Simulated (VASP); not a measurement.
Wanted: the native input for a VASP 6.6.1 run.

* Task: single point
* Functional: LDA
* Potentials or basis: VASP PAW LDA potentials, release 64 (Ni_sv_GW)
* Cutoff: 590 eV
* k mesh: 12 × 12 × 7
* Occupations: gaussian, width 0.01 eV
* Spin: collinear spin, ferromagnetic start
* Starting moments: [0.71, 0.71] μB
* Dipole correction: no
* Second run: valence_matched
* Further INCAR settings: ALGO = Normal; EDIFF = 1e-06; NBANDS = 29

The structure of Ni lies in POSCAR:

```
Ni
1.0
    2.4214372489      0.0000000000      0.0000000000
   -1.2107186244      2.0970261712      0.0000000000
    0.0000000000      0.0000000000      3.9631664704
Ni
2
Direct
    0.6666666667      0.3333333333      0.7500000000
    0.3333333333      0.6666666667      0.2500000000
```

One way to write it, as run:

INCAR

```
PREC     = Accurate       # precision mode
ENCUT    = 590            # plane-wave cutoff, eV
EDIFF    = 1E-6           # SCF threshold, eV
ISMEAR   = 0              # smearing method
SIGMA    = 0.01           # smearing width, eV
LREAL    = F              # projectors in reciprocal space
LASPH    = T              # aspherical terms in the spheres
NELM     = 200            # most SCF steps
ALGO     = Normal         # electronic algorithm
ISIF     = 2              # what is computed and relaxed
LWAVE    = F              # write WAVECAR
LCHARG   = T              # write CHGCAR
ISPIN    = 2              # spin polarisation
MAGMOM   = 0.71 0.71      # initial moments
LORBIT   = 11             # projections on sites
LMAXMIX  = 4              # l up to which the mixer works
GGA      = CA             # functional
LELF     = T              # ELF
LVHAR    = T            
NBANDS   = 29             # bands
GGA_COMPAT= F
```

KPOINTS

```
regular mesh
0
Gamma
  12 12 7
```

Potentials or basis: VASP PAW LDA potentials, release 64 (Ni_sv_GW).

Run with:

```console
$ cat potpaw_LDA.64/Ni_sv_GW/POTCAR > POTCAR
$ mpirun -np 1 vasp_std > vasp.out
```

It gave:

The pressure is -3.9 GPa, the net moment is 1.17 μB per cell and the site moments are Ni +0.61 μB. The valence electrons inside the program's atomic spheres are Ni 16.44.

Wall time 48 s on 1 thread of Intel(R) Xeon(R) 6975P-C (Granite Rapids) (shared host), peak memory 0.2 GiB.
